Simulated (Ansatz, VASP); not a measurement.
# Two plane-wave programs on Pt

```
Pt
1.0
     2.80800    0.00000    0.00000
    -1.40400    2.43180    0.00000
     0.00000    0.00000   17.62030
Pt
3
Cartesian
  0.0000 0.8106 6.5000
  0.0000 2.4318 8.8102
  1.4040 1.6212 11.1203
```

Alike in both runs: task single point; functional PBE; k mesh 13 × 13 × 1; occupations fermi-dirac, width 0.08 eV; no spin polarisation.

|  | VASP | Ansatz |
| --- | --- | --- |
| version | VASP 6.6.1 | Ansatz 0.2.0 |
| potentials or method | VASP PAW PBE potentials, release 64 (Pt) | PAW with Ansatz's default frozen-core files, scalar-relativistic |
| plane-wave cutoff (eV) | 520 | 420 |
| valence electrons in the cell | 30 | 54 |

```csv
,VASP,Ansatz,Ansatz less VASP
rms of the force components (eV/Å),0.010,0.002,-0.0077
```

Atom by atom the forces differ by 0.012 eV/Å (rms over components). The functional is the same, so the differences come from potentials, cutoffs and numerics. VASP's potentials hold 30 valence electrons a cell and Ansatz's 54, so a difference there can come from the potentials and not from the codes.

Neither program's run includes spin-orbit coupling.
